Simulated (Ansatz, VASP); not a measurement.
C: VASP beside Ansatz

File INCAR:

```
SYSTEM = C
PREC = Accurate
ENCUT = 520
EDIFF = 1E-6
ISMEAR = 0
SIGMA = 0.05
LREAL = .False.
LASPH = .True.
NELM = 60
ALGO = Normal
ISIF = 2
LWAVE = .False.
LCHARG = .False.
GGA = PE
IVDW = 12
NBANDS = 31
```

File KPOINTS:

```
Automatic mesh
0
Gamma
  7 11 3
  0 0 0
```

File POSCAR:

```
C
1.0
    0.0000000000      1.4231463890     -3.3609366400
   -2.4649618524      0.0000000000      0.0000000000
    0.4108269754     10.1992157879      1.1203122133
C
10
Direct
   -0.0109074381      1.5444397079      0.8666382472
    0.7224258953      0.4111063745      0.0666382472
    0.7890925619      0.9444397079      0.2666382472
   -0.1442407714      0.4777730412      0.4666382472
   -0.0775741047      1.0111063745      0.6666382472
    0.7442407714      0.9222269588      0.1333617528
   -0.1890925619      0.4555602921      0.3333617528
   -0.1224258953      0.9888936255      0.5333617528
   -0.0557592286      0.5222269588      0.7333617528
    0.0109074381      1.0555602921      0.9333617528
```

Input for Ansatz:

```yaml
crystal:
  lattice:
    - [0.0, 1.423146389, -3.36093664]
    - [-2.4649618524, 0.0, 0.0]
    - [0.4108269754, 10.1992157879, 1.1203122133]
  atoms:
    - { symbol: C, position: [-0.0109074381, 1.5444397079, 0.8666382472] }
    - { symbol: C, position: [0.7224258953, 0.4111063745, 0.0666382472] }
    - { symbol: C, position: [0.7890925619, 0.9444397079, 0.2666382472] }
    - { symbol: C, position: [-0.1442407714, 0.4777730412, 0.4666382472] }
    - { symbol: C, position: [-0.0775741047, 1.0111063745, 0.6666382472] }
    - { symbol: C, position: [0.7442407714, 0.9222269588, 0.1333617528] }
    - { symbol: C, position: [-0.1890925619, 0.4555602921, 0.3333617528] }
    - { symbol: C, position: [-0.1224258953, 0.9888936255, 0.5333617528] }
    - { symbol: C, position: [-0.0557592286, 0.5222269588, 0.7333617528] }
    - { symbol: C, position: [0.0109074381, 1.0555602921, 0.9333617528] }
basis:
  ecutwfc: 520.0
kpoints:
  mp_grid: { grid: [7, 11, 3] }
hamiltonian:
  xc: pbe
  pseudopotentials: { kind: paw, azcp: { folder: soft_1 } }
  dispersion: d3bj
scf:
  occupations: { method: gaussian, width: 0.05 }
output:
  forces: true
  stress: true
  eigenvalues: true
```

Alike in both runs: task single point; functional PBE; dispersion D3(BJ); k mesh 7 × 11 × 3; occupations gaussian, width 0.05 eV; no spin polarisation.

|  | VASP | Ansatz |
| --- | --- | --- |
| version | VASP 6.6.1 | Ansatz 0.2.0 |
| potentials or method | VASP PAW PBE potentials, release 64 (C), cutoff 520 eV | scalar-relativistic, plane waves, PAW |
| valence electrons in the cell | 40 | 40 |

|  | VASP | Ansatz | Ansatz less VASP |
| --- | --- | --- | --- |
| gap on the k mesh at the Fermi level (eV) | none | none | - |
| pressure (GPa) | 4.9 | 4.5 | -0.44 |
| traceless stress, the component that is largest in VASP (GPa) | 15.40 | 15.39 | -0.005 |
| rms of the force components (eV/Å) | 1.607 | 1.611 | +0.0040 |

Atom by atom the forces differ by 0.009 eV/Å (rms over components). A gap of «none» marks a metal or a gap that the smearing closes.
